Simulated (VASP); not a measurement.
Crystal: C.

```xyz
2
Lattice="0.0000 1.7573 1.7573 1.7573 0.0000 1.7573 1.7573 1.7573 0.0000" Properties=species:S:1:pos:R:3 pbc="T T T"
C     1.7573    1.7573    1.7573
C     2.6360    2.6360    2.6360
```

Base run:

* Program: VASP 6.6.1
* Functional: LDA
* Potentials or basis: VASP PAW LDA potentials, release 64 (C)
* Cutoff: 520 eV
* k mesh: 10 × 10 × 10
* Occupations: gaussian, width 0.01 eV
* Spin: no spin polarisation

Its results: band gap on the k mesh 4.24 eV, indirect (least direct gap 5.67 eV); pressure 8.7 GPa.

Question: The run is repeated on the same cell with these changes: potentials or basis from VASP PAW LDA potentials, release 64 (C) to VASP PAW LDA potentials, release 64 (C_h); cutoff from 520 eV to 910 eV. What comes out?

Answer: Band gap on the k mesh 4.24 eV, indirect (least direct gap 5.67 eV); pressure 7.7 GPa.

Caveats: the cutoff is under 1.25 times the usual one of these potentials, so pressure, stress and relaxed cells hold a basis-set (Pulay) error (some runs).

A k mesh can miss the band edges.
